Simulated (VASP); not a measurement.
# Rh (Fm-3m) in VASP: notebook

Rh is run at these levels: r2SCAN+D3(BJ); tasks: single point.

All numbers are computed with VASP 6.6.1; they aren't measurements. Logs are shortened: lines on timing, memory, paths and dates and some standing lists are left out, and cuts for length are marked.

## (1) The cell of the first run

Symmetry: Fm-3m, No. 225, cubic system. Conventional cell: a = 3.796 Å, b = 3.796 Å, c = 3.796 Å, α = 90.00°, β = 90.00°, γ = 90.00°. Rh (site symmetry m-3m) has 12 Rh at 2.68 Å within 3.5 Å.

## (2) Single point, r2SCAN+D3(BJ)

Contents of POSCAR:

```
Rh
1.0
    0.0000000000      1.8978500000      1.8978500000
    1.8978500000      0.0000000000      1.8978500000
    1.8978500000      1.8978500000      0.0000000000
Rh
1
Direct
    0.0000000000      0.0000000000      0.0000000000
```

Contents of INCAR.step1:

```
SYSTEM = Rh
  ALGO = Normal
  EDIFF = 1E-4
  ENCUT = 520
  GGA = PE
  ISMEAR = 1
  ISYM = 0
  LASPH = .True.
  LCHARG = .False.
  LREAL = .False.
  LWAVE = .True.
  NBANDS = 14
  NELM = 60
  PREC = Accurate
  SIGMA = 0.3
```

Contents of INCAR.step2:

```
SYSTEM = Rh
  ALGO = Normal
  EDIFF = 1E-6
  ENCUT = 520
  ISIF = 2
  ISMEAR = 1
  ISTART = 1
  ISYM = 0
  IVDW = 12
  LASPH = .True.
  LCHARG = .False.
  LMIXTAU = .True.
  LREAL = .False.
  LWAVE = .False.
  METAGGA = R2SCAN
  NBANDS = 14
  NELM = 60
  PREC = Accurate
  SIGMA = 0.3
  VDW_A1 = 0.49484001
  VDW_A2 = 5.73083694
  VDW_S6 = 1.0
  VDW_S8 = 0.78981345
```

Contents of KPOINTS:

```
Automatic mesh
0
Gamma
  8 8 8
  0.5 0.5 0.5
```

Potentials or basis: VASP PAW PBE potentials, release 64 (Rh_pv).

Launch:

```
$ cat potpaw_PBE.64/Rh_pv/POTCAR > POTCAR
$ cp INCAR.step1 INCAR
$ mpirun -np 1 vasp_std > vasp.out
$ cp INCAR.step2 INCAR
$ mpirun -np 1 vasp_std > vasp.out
```

OUTCAR:

```text
SYSTEM = Rh
   EDIFF = 1E-6
   ENCUT = 520
   ISIF = 2
   ISMEAR = 1
   ISTART = 1
   ISYM = 0
   IVDW = 12
   LASPH = .True.
   LREAL = .False.
   METAGGA = R2SCAN
   NELM = 60
   PREC = Accurate
 IVDW          = 12

 ion  position               nearest neighbor table
   1  0.000  0.000  0.000-

IMPORTANT INFORMATION: All symmetrisations will be switched off!
NOSYMM: (Re-)initialisation of all symmetry stuff for point group C_1.

----------------------------------------------------------------------------------------

                                     Primitive cell

  volume of cell :      13.6715

  direct lattice vectors                    reciprocal lattice vectors
     0.000000000  1.897850000  1.897850000    -0.263456016  0.263456016  0.263456016
     1.897850000  0.000000000  1.897850000     0.263456016 -0.263456016  0.263456016
     1.897850000  1.897850000  0.000000000     0.263456016  0.263456016 -0.263456016

  length of vectors
     2.683965209  2.683965209  2.683965209     0.456319205  0.456319205  0.456319205

  position of ions in fractional coordinates (direct lattice)
     0.000000000  0.000000000  0.000000000

  ion indices of the primitive-cell ions
   primitive index   ion index
                 1           1

----------------------------------------------------------------------------------------

 KPOINTS: Automatic mesh

Automatic generation of k-mesh.
 Grid dimensions read from file:
 generate k-points for:    8    8    8

 Generating k-lattice:

  Cartesian coordinates                     Fractional coordinates (reciprocal lattice)
    -0.032932002  0.032932002  0.032932002     0.125000000  0.000000000  0.000000000
     0.032932002 -0.032932002  0.032932002     0.000000000  0.125000000  0.000000000
     0.032932002  0.032932002 -0.032932002     0.000000000  0.000000000  0.125000000

  Length of vectors
     0.057039901  0.057039901  0.057039901

  Shift w.r.t. Gamma in fractional coordinates (k-lattice)
     0.500000000  0.500000000  0.500000000

 Subroutine IBZKPT returns following result:
 ===========================================

 Found   1024 irreducible k-points:

 Following reciprocal coordinates:
            Coordinates               Weight
  0.062500  0.062500  0.062500      2.000000
  0.062500  0.000000  0.000000      2.000000
  0.000000  0.000000 -0.062500      2.000000
  0.000000  0.062500  0.000000      2.000000
  0.187500  0.062500  0.062500      2.000000
  0.062500  0.187500  0.062500      2.000000
[... 16 lines left out ...]
  0.000000  0.250000 -0.062500      2.000000
  0.250000  0.000000 -0.062500      2.000000
 [... further k-points ...]
   k-points           NKPTS =   1024   k-points in BZ     NKDIM =   1024   number of bands    NBANDS=     14
   number of dos      NEDOS =    301   number of ions     NIONS =      1
   total plane-waves  NPLWV =   8000
   dimension x,y,z NGX =    20 NGY =   20 NGZ =   20
   dimension x,y,z NGXF=    40 NGYF=   40 NGZF=   40
   ions per type =               1
   NGX,Y,Z   is equivalent  to a cutoff of  12.39, 12.39, 12.39 a.u.
   NGXF,Y,Z  is equivalent  to a cutoff of  24.78, 24.78, 24.78 a.u.
 SYSTEM =  Rh
   PREC   = accura    normal or accurate (medium, high low for compatibility)
   ISTART =      1    job   : 0-new  1-cont  2-samecut
   ICHARG =      0    charge: 1-file 2-atom 10-const
   ISPIN  =      1    spin polarized calculation?
   LNONCOLLINEAR =      F non collinear calculations
   LSORBIT =      F    spin-orbit coupling
   LASPH  =      T    aspherical Exc in radial PAW
   ENCUT  =  520.0 eV  38.22 Ry    6.18 a.u.   4.99  4.99  4.99*2*pi/ulx,y,z
   NELM   =     60;   NELMIN=  2; NELMDL=  0     # of ELM steps
   EDIFF  = 0.1E-05   stopping-criterion for ELM
   LREAL  =      F    real-space projection
   EDIFFG = 0.1E-04   stopping-criterion for IOM
   NSW    =      0    number of steps for IOM
   IBRION =     -1    ionic relax: 0-MD 1-quasi-New 2-CG
   NFREE  =      0    steps in history (QN), initial steepest desc. (CG)
   ISIF   =      2    stress and relaxation
   ISYM   =      0    0-nonsym 1-usesym 2-fastsym
   POTIM  = 0.5000    time-step for ionic-motion
   TEBEG  =    0.0;   TEEND  =   0.0 temperature during run
   PSTRESS=    0.0 pullay stress
   NELECT =      15.0000    total number of electrons
   NUPDOWN=      -1.0000    fix difference up-down
   EMIN   =  10.00;   EMAX   =-10.00  energy-range for DOS
   EFERMI =   0.00;   METHOD = LEGACY
   ISMEAR =     1;   SIGMA  =   0.30  broadening in eV -4-tet -1-fermi 0-gaus
   EFERMI_NEDOS =   21; number of points for ismear=-14 and -15
   IALGO  =     38    algorithm
   IMIX   =      4    mixing-type and parameters
     AMIX     =   0.40;   BMIX     =  1.00
     AMIX_MAG =   1.60;   BMIX_MAG =  1.00
  volume/ion in A,a.u.               =      13.67        92.26
  Fermi-wavevector in a.u.,A,eV,Ry     =   1.688496  3.190795 38.790465  2.851019
  Thomas-Fermi vector in A             =   2.770792
   LORBIT       =      0    0 simple, 1 ext, 2 COOP (PROOUT), +10 PAW based schemes
   METAGGA = R2SCAN    functional components
   LHFCALC =     F    Hartree Fock is set to
   AEXX    =    0.0000 exact exchange contribution
   IVDW    =    12    specifies the selected vdW correction
   LEPSILON=     F    determine dielectric tensor
   LRPA    =     F    only Hartree local field effects (RPA)
 non-spin polarized calculation
 Methfessel and Paxton  Order N= 1 SIGMA  =   0.30
  energy-cutoff  :      520.00
  volume of cell :       13.67
 maximum number of plane-waves:       375
   NGX =  9   NGY =  9   NGZ =  9

 number of electron      15.0000007 magnetization

 Free energy of the ion-electron system (eV)
  ---------------------------------------------------
  ext. energy  EPLUGINS =         0.00000000
  ---------------------------------------------------
  free energy    TOTEN  =       -24.13664392 eV

  energy without entropy =      -24.13346687  energy(sigma->0) =      -24.13558491

 E-fermi :  11.8397     XC(G=0): -15.2447

 val. band max:       11.8316141945   @ k =   0.0625   0.0625   0.4375
 cond. band min:      11.8502840239   @ k =   0.4375  -0.0625  -0.4375
 fundamental gap:      0.0186698294
 Fermi energy:        11.8396713348

 k-point     1 :       0.0625    0.0625    0.0625
  band No.  band energies     occupation
      1     -35.9845      2.00000
      2     -35.9571      2.00000
      3     -35.9571      2.00000
      4       3.7822      2.00000
      5       8.5683      2.00000
      6       8.7061      2.00000
      7       8.7061      2.00000
      8      10.7266      2.00000
      9      10.7266      2.00000
     10      28.7883      0.00000
     11      29.2315      0.00000
     12      33.4504      0.00000
     13      34.5731      0.00000
     14      34.5731      0.00000

 k-point     2 :       0.0625    0.0000    0.0000
  band No.  band energies     occupation
      1     -35.9845      2.00000
      2     -35.9571      2.00000
      3     -35.9571      2.00000
      4       3.7822      2.00000
      5       8.5683      2.00000
      6       8.7061      2.00000
      7       8.7061      2.00000
      8      10.7266      2.00000
      9      10.7266      2.00000
     10      28.7883      0.00000
     11      29.2315      0.00000
     12      33.4504      0.00000
     13      34.5731      0.00000
     14      34.5731      0.00000

 k-point     3 :       0.0000    0.0000   -0.0625
  band No.  band energies     occupation
      1     -35.9845      2.00000
      2     -35.9571      2.00000
      3     -35.9571      2.00000
      4       3.7822      2.00000
      5       8.5683      2.00000
      6       8.7061      2.00000
      7       8.7061      2.00000
      8      10.7266      2.00000
      9      10.7266      2.00000
     10      28.7883      0.00000
     11      29.2315      0.00000
     12      33.4504      0.00000
     13      34.5731      0.00000
     14      34.5731      0.00000

 k-point     4 :       0.0000    0.0625    0.0000
  band No.  band energies     occupation
      1     -35.9845      2.00000
      2     -35.9571      2.00000
      3     -35.9571      2.00000
      4       3.7822      2.00000
      5       8.5683      2.00000
      6       8.7061      2.00000
      7       8.7061      2.00000
      8      10.7266      2.00000
      9      10.7266      2.00000
     10      28.7883      0.00000
     11      29.2315      0.00000
     12      33.4504      0.00000
     13      34.5731      0.00000
     14      34.5731      0.00000

 k-point     5 :       0.1875    0.0625    0.0625
  band No.  band energies     occupation
      1     -36.1274      2.00000
      2     -35.9993      2.00000
      3     -35.9688      2.00000
      4       4.5928      2.00000
      5       8.2292      2.00000
      6       8.9821      2.00000
      7       9.0123      2.00000
      8      10.4046      2.00000
      9      10.8776      2.00006
     10      29.2307      0.00000
     11      29.7971      0.00000
[... 276 lines left out ...]
 k-point    22 :       0.0625   -0.2500    0.0000
  band No.  band energies     occupation
      1     -36.4144      2.00000
      2     -36.0481      2.00000
      3     -36.0070      2.00000
      4       5.7135      2.00000
      5       8.5150      2.00000
      6       8.9868      2.00000
      7       9.0563      2.00000
      8      10.7393      2.00000
      9      11.6195      1.94223
     10      27.1549      0.00000
     11      29.2315      0.00000
     12      30.1837      0.00000
     13      35.6609      0.00000
     14      37.5722      0.00000

 k-point    23 :       0.0000    0.2500   -0.0625
  band No.  band energies     occupation
      1     -36.4144      2.00000
      2     -36.0481      2.00000
      3     -36.0070      2.00000
      4       5.7135      2.00000
      5       8.5150      2.00000
      6       8.9868      2.00000
      7       9.0563      2.00000
      8      10.7393      2.00000
      9      11.6195      1.94223
     10      27.1549      0.00000
     11      29.2315      0.00000
     12      30.1837      0.00000
     13      35.6609      0.00000
     14      37.5722      0.00000

 k-point    24 :       0.2500    0.0000   -0.0625
  band No.  band energies     occupation
      1     -36.4144      2.00000
      2     -36.0481      2.00000
      3     -36.0070      2.00000
      4       5.7135      2.00000
      5       8.5150      2.00000
      6       8.9868      2.00000
      7       9.0563      2.00000
      8      10.7393      2.00000
      9      11.6195      1.94223
     10      27.1549      0.00000
     11      29.2315      0.00000
     12      30.1837      0.00000
     13      35.6609      0.00000
     14      37.5722      0.00000

 [... further k-points ...]

------------------------ aborting loop because EDIFF is reached ----------------------------------------

 Edisp (eV)   -0.30683

 E8    (eV) :    -0.1088

  FORCE on cell =-STRESS in cart. coord.  units (eV):
  Direction    XX          YY          ZZ          XY          YZ          ZX
  --------------------------------------------------------------------------------------
  -------------------------------------------------------------------------------------
  Total      -0.11914    -0.11914    -0.11914     0.00000     0.00000     0.00000
  in kB     -13.96205   -13.96205   -13.96204     0.00003     0.00003     0.00003
  external pressure =      -13.96 kB  Pullay stress =        0.00 kB

 VOLUME and BASIS-vectors are now :
 -----------------------------------------------------------------------------
  energy-cutoff  :      520.00
  volume of cell :       13.67
      direct lattice vectors                 reciprocal lattice vectors
     0.000000000  1.897850000  1.897850000    -0.263456016  0.263456016  0.263456016
     1.897850000  0.000000000  1.897850000     0.263456016 -0.263456016  0.263456016
     1.897850000  1.897850000  0.000000000     0.263456016  0.263456016 -0.263456016

 POSITION                                       TOTAL-FORCE (eV/Angst)
 -----------------------------------------------------------------------------------
      0.00000      0.00000      0.00000         0.000000      0.000000      0.000000
 -----------------------------------------------------------------------------------
    total drift:                                0.000000      0.000000      0.000000

  FREE ENERGIE OF THE ION-ELECTRON SYSTEM (eV)
  ---------------------------------------------------
  free  energy   TOTEN  =       -24.4434694363 eV

  energy  without entropy=      -24.4402923855  energy(sigma->0) =      -24.44241042
```

Wall time 5.8 min (1 thread of Intel Xeon Platinum 8488C (Sapphire Rapids), shared host); peak memory 0.29 GiB.

What came out:

```
Free energy                : -24.4435 eV
Pressure                   : -1.4 GPa
Dispersion energy per atom : -0.307 eV
```

Caveat: the PAW data sets were made with another functional, which shifts forces and pressure a little; pairwise dispersion overbinds metals, which lowers pressure and volume.

(Part 1 of 4 ends here.)
